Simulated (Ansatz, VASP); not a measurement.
## One calculation of ZnSe, two programs

```
Zn Se
1.0
     0.00000    2.92213    2.92213
     2.92213    0.00000    2.92213
     2.92213    2.92213    0.00000
Zn Se
1 1
Direct
  0.00000 0.00000 0.00000
  0.25000 0.25000 0.25000
```

Alike in both runs: task single point; functional PBE; k mesh 8 × 8 × 8; occupations gaussian, width 0.02 eV; no spin polarisation.

```csv
,VASP,Ansatz
version,VASP 6.6.1,Ansatz 0.2.0
potentials or method,"VASP PAW PBE potentials, release 64 (Zn, Se), cutoff 520 eV","scalar-relativistic, plane waves, PAW"
valence electrons in the cell,18,28
```

```csv
,VASP,Ansatz,Ansatz less VASP
gap on the k mesh at the Fermi level (eV),0.93,0.93,0.000
least direct gap on the mesh (eV),0.93,0.93,0.000
pressure (GPa),-2.7,-2.9,-0.15
```

VASP's potentials hold 18 valence electrons a cell and Ansatz's 28, so a difference there can come from the potentials and not from the codes.
